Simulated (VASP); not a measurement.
Set up this calculation in VASP 6.6.1, as the native input.

```yaml
Task: single point
Functional: r2SCAN
Potentials_or_basis: VASP PAW PBE potentials, release 64 (P)
Cutoff: 520 eV
k_mesh: 4 × 4 × 4
Occupations: gaussian, width 0.02 eV
Spin: no spin polarisation
Dipole_correction: no
Further_INCAR_settings: ALGO = Normal; EDIFF = 1e-06; NBANDS = 18
```

The system is P.

```
CELL_PARAMETERS angstrom
4.28162 0.00000 0.00000
0.00000 4.28162 0.00000
0.00000 0.00000 4.14943
ATOMIC_POSITIONS crystal
P 0.50000 0.50000 0.00000
P 0.00000 0.00000 0.00000
P 0.00000 0.50000 0.80407
P 0.50000 0.00000 0.19593
```

One way to write it, as run:

POSCAR

```
P
1.0
    4.2816242406      0.0000000000      0.0000000000
    0.0000000000      4.2816242406      0.0000000000
    0.0000000000      0.0000000000      4.1494331650
P
4
Direct
    0.5000000000      0.5000000000      0.0000000000
    0.0000000000      0.0000000000      0.0000000000
    0.0000000000      0.5000000000      0.8040694237
    0.5000000000      0.0000000000      0.1959305763
```

INCAR.step1

```
ALGO = Normal
EDIFF = 1E-4
ENCUT = 520
GGA = PE
ISMEAR = 0
LASPH = T
LCHARG = F
LREAL = F
LWAVE = T
NBANDS = 18
NELM = 80
PREC = Accurate
SIGMA = 0.02
```

INCAR.step2

```
ALGO = Normal
EDIFF = 1E-6
ENCUT = 520
ISIF = 2
ISMEAR = 0
ISTART = 1
LASPH = T
LCHARG = T
LELF = T
LMIXTAU = T
LREAL = F
LVHAR = T
LWAVE = F
METAGGA = R2SCAN
NBANDS = 18
NELM = 80
PREC = Accurate
SIGMA = 0.02
```

KPOINTS

```
k-points
0
Gamma
  4 4 4
```

Potentials or basis: VASP PAW PBE potentials, release 64 (P).

Command:

```sh
$ cat potpaw_PBE.64/P/POTCAR > POTCAR
$ cp INCAR.step1 INCAR
$ mpirun -np 1 vasp_std > vasp.out
$ cp INCAR.step2 INCAR
$ mpirun -np 1 vasp_std > vasp.out
```

It gave:

```
Pressure               : -0.5 GPa
Largest force          : 0.047 eV/Å
Band gap on the k mesh : zero (bands 10 and 11 overlap by 1.08 eV)
```

Caveat: the k points lie up to 0.38 Å⁻¹ apart, too coarse for converged energies and pressures of a metal; the PAW data sets were made with another functional, which shifts forces and pressure a little.

Run time: 60 s on 1 thread of Intel(R) Xeon(R) Platinum 8259CL CPU @ 2.50GHz (Skylake/Cascade Lake) (shared host), peak memory 0.17 GiB.
